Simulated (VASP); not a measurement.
# Li (P6_3/mmc) in VASP: further runs, part 2 of 2

VASP 6.6.1. Earlier steps stand in the parts before.

### 3 Single point, PBEsol

This run uses another cell than the first one, of 20.21 Å³/atom, 1.029 times its volume.

File INCAR:

```
SYSTEM = Li
PREC = Accurate
ENCUT = 520
EDIFF = 1E-7
ISMEAR = -1
SIGMA = 0.1
LREAL = .FALSE.
LASPH = .TRUE.
NELM = 60
ALGO = Normal
ISIF = 2
LWAVE = .FALSE.
LCHARG = .TRUE.
GGA = PS
LELF = .TRUE.
LVHAR = .TRUE.
NBANDS = 10
```

File KPOINTS:

```
Automatic mesh
0
G
  11 11 6
  0 0 0
```

File POSCAR:

```
Li
1.0
    3.0546798929      0.0000000000      0.0000000000
   -1.5273399464      2.6454352665      0.0000000000
    0.0000000000      0.0000000000      5.0007986803
Li
2
Direct
    0.3333333333      0.6666666667      0.2500000000
    0.6666666667      0.3333333333      0.7500000000
```

Potentials or basis: VASP PAW PBE potentials, release 64 (Li_sv).

The run is started by

```sh
cat potpaw_PBE.64/Li_sv/POTCAR > POTCAR
mpirun -np 1 vasp_std > vasp.out
```

OUTCAR:

```text
SYSTEM = Li
   PREC = Accurate
   ENCUT = 520
   EDIFF = 1E-7
   ISMEAR = -1
   LREAL = .FALSE.
   LASPH = .TRUE.
   NELM = 60
   ISIF = 2
   GGA = PS

 ion  position               nearest neighbor table
   1  0.333  0.667  0.250-
   2  0.667  0.333  0.750-

  LATTYP: Found a hexagonal cell.
 ALAT       =     3.0546798929
 C/A-ratio  =     1.6370941819

  Lattice vectors:

 A1 = (   3.0546798929,   0.0000000000,   0.0000000000)
[... 496 lines left out ...]
     10      13.5278      0.00000

 [... further k-points ...]

------------------------ aborting loop because EDIFF is reached ----------------------------------------

  FORCE on cell =-STRESS in cart. coord.  units (eV):
  Direction    XX          YY          ZZ          XY          YZ          ZX
  --------------------------------------------------------------------------------------
  -------------------------------------------------------------------------------------
  Total       -0.0414250     -0.0414251      0.0319376     -0.0000000      0.0000000      0.0000000
  in kB       -1.6423681     -1.6423741      1.2662249     -0.0000000      0.0000000      0.0000000
  external PRESSURE =      -0.6728391 kB  Pullay stress =       0.0000000 kB

 VOLUME and BASIS-vectors are now :
 -----------------------------------------------------------------------------
  energy-cutoff  :      520.00
  volume of cell :       40.41
      direct lattice vectors                 reciprocal lattice vectors
     3.054679893  0.000000000  0.000000000     0.327366544  0.189004814  0.000000000
    -1.527339946  2.645435266  0.000000000     0.000000000  0.378009628  0.000000000
     0.000000000  0.000000000  5.000798680     0.000000000  0.000000000  0.199968058

 POSITION                                       TOTAL-FORCE (eV/Angst)
 -----------------------------------------------------------------------------------
     -0.00000      1.76362      1.25020         0.000000      0.000000      0.000000
      1.52734      0.88181      3.75060        -0.000000     -0.000000      0.000000
 -----------------------------------------------------------------------------------
    total drift:                               -0.000000      0.000000      0.000000

  FREE ENERGIE OF THE ION-ELECTRON SYSTEM (eV)
  ---------------------------------------------------
  free  energy   TOTEN  =        -3.9480235710 eV

  energy  without entropy=       -3.9123424775  energy(sigma->0) =       -3.93018302
```

OSZICAR:

```text
N       E                     dE             d eps       ncg     rms          rms(c)
DAV:   1     0.179035440508E+02    0.17904E+02   -0.32204E+03  1280   0.562E+02
DAV:   2    -0.886751217021E+00   -0.18790E+02   -0.18369E+02  1604   0.113E+02
DAV:   3    -0.391034223609E+01   -0.30236E+01   -0.30040E+01  2138   0.340E+01
DAV:   4    -0.395246206508E+01   -0.42120E-01   -0.42099E-01  1648   0.479E+00
DAV:   5    -0.395299130219E+01   -0.52924E-03   -0.52920E-03  1730   0.471E-01    0.493E-01
DAV:   6    -0.394945159806E+01    0.35397E-02   -0.12519E-03  1976   0.183E-01    0.275E-01
DAV:   7    -0.394798085029E+01    0.14707E-02   -0.28787E-03  1928   0.290E-01    0.371E-02
DAV:   8    -0.394802700633E+01   -0.46156E-04   -0.48524E-04  1668   0.129E-01    0.762E-03
DAV:   9    -0.394802441479E+01    0.25915E-05   -0.38883E-06  1760   0.154E-02    0.117E-03
DAV:  10    -0.394802381426E+01    0.60053E-06   -0.22384E-07  1498   0.413E-03    0.104E-03
DAV:  11    -0.394802359098E+01    0.22327E-06   -0.28112E-08   946   0.162E-03    0.218E-04
DAV:  12    -0.394802357099E+01    0.19990E-07   -0.53768E-09   742   0.726E-04
   1 F= -.39480236E+01 E0= -.39301830E+01  d E =-.356811E-01
```

stdout:

```text
POSCAR found type information on POSCAR Li
 POSCAR found :  1 types and       2 ions
 scaLAPACK will be used
 -----------------------------------------------------------------------------
|                                                                             |
|                                                                             |
|     You enforced a specific xc type in the INCAR file but a different       |
|     I HOPE YOU KNOW WHAT YOU ARE DOING!                                     |
|                                                                             |
 -----------------------------------------------------------------------------

 LDA part: xc-table for (Slater+PW92), standard interpolation
 POSCAR, INCAR and KPOINTS ok, starting setup
 FFT: planning ... GRIDC
 FFT: planning ... GRID_SOFT
 FFT: planning ... GRID
 WAVECAR not read
 entering main loop
```

Run time: 15 s. Hardware: 1 thread of Intel Xeon 6975P-C, shared host; peak memory 0.16 GiB.

Results:

| Property | Result |
| --- | --- |
| Free energy | -3.9480 eV |
| Band gap on the k mesh | zero (band 3 reaches 2.45 eV, above the bottom of band 4 at -1.81 eV) |

Caveat: the cutoff is under 1.25 times the usual one of these potentials, so pressure, stress and relaxed cells hold a basis-set (Pulay) error; the PAW data sets were made with another functional, which shifts forces and pressure a little.

### 4 Single point, PBEsol

This run uses another cell than the first one, of 20.77 Å³/atom, 1.058 times its volume.

File INCAR:

```
PREC     = Accurate       # precision mode
ENCUT    = 520            # plane-wave cutoff, eV
EDIFF    = 1E-6           # SCF threshold, eV
ISMEAR   = -1             # smearing method
SIGMA    = 0.1            # smearing width, eV
LREAL    = False          # projectors in reciprocal space
LASPH    = True           # aspherical terms in the spheres
NELM     = 100            # most SCF steps
ALGO     = Normal         # electronic algorithm
ISIF     = 2              # what is computed and relaxed
LWAVE    = False          # write WAVECAR
LCHARG   = True           # write CHGCAR
GGA      = PS             # functional
LELF     = True           # ELF
LVHAR    = True         
NBANDS   = 10             # bands
```

File KPOINTS:

```
regular mesh
0
Gamma
  11 11 6
```

File POSCAR:

```
Li
1.0
    3.0830971516      0.0000000000      0.0000000000
   -1.5415485758      2.6700453799      0.0000000000
    0.0000000000      0.0000000000      5.0473204093
Li
2
Direct
    0.3333333333      0.6666666667      0.2500000000
    0.6666666667      0.3333333333      0.7500000000
```

The run is started by

```sh
cat potpaw_PBE.64/Li_sv/POTCAR > POTCAR
mpirun -np 1 vasp_std > vasp.out
```

It used 11 s of CPU time on 1 thread of Intel Xeon 6975P-C, with other jobs on the host.

The run converged. Its results:

- Free energy: -3.9472 eV
- Band gap on the k mesh: zero (band 3 reaches 2.35 eV, above the bottom of band 4 at -1.86 eV)

Levels at points of the mesh, in eV from the Fermi level:
| k point | band 1 | band 2 | band 3 | band 4 | band 5 | band 6 |
| --- | --- | --- | --- | --- | --- | --- |
| (0.00, 0.00, 0.00) | -45.98 | -45.97 | -3.55 | -0.05 | 2.81 | 12.26 |
| (0.00, 0.00, 0.50) | -45.97 | -45.97 | -2.45 | -2.45 | 7.78 | 7.78 |

Caveat: the cutoff is under 1.25 times the usual one of these potentials, so pressure, stress and relaxed cells hold a basis-set (Pulay) error; the PAW data sets were made with another functional, which shifts forces and pressure a little.

### 5 Overview

| cell | gap on the mesh (eV) |
| --- | --- |
| a = 3.026, b = 3.026, c = 4.953 Å, angles 90.0, 90.0, 120.0°, 2 atoms | none |
| a = 3.055, b = 3.055, c = 5.001 Å, angles 90.0, 90.0, 120.0°, 2 atoms | none |
| a = 3.083, b = 3.083, c = 5.047 Å, angles 90.0, 90.0, 120.0°, 2 atoms | none |

Alike in all rows: task single point; level PBEsol; potentials or basis VASP PAW PBE potentials, release 64 (Li_sv); no spin polarisation; k mesh 11 × 11 × 6; cutoff (eV) 520; smearing fermi-dirac 0.1 eV.

Caveats: the cutoff is under 1.25 times the usual one of these potentials, so pressure, stress and relaxed cells hold a basis-set (Pulay) error; the PAW data sets were made with another functional, which shifts forces and pressure a little.

Total energies depend on the potentials used, so only differences within one code and one set of settings carry meaning.
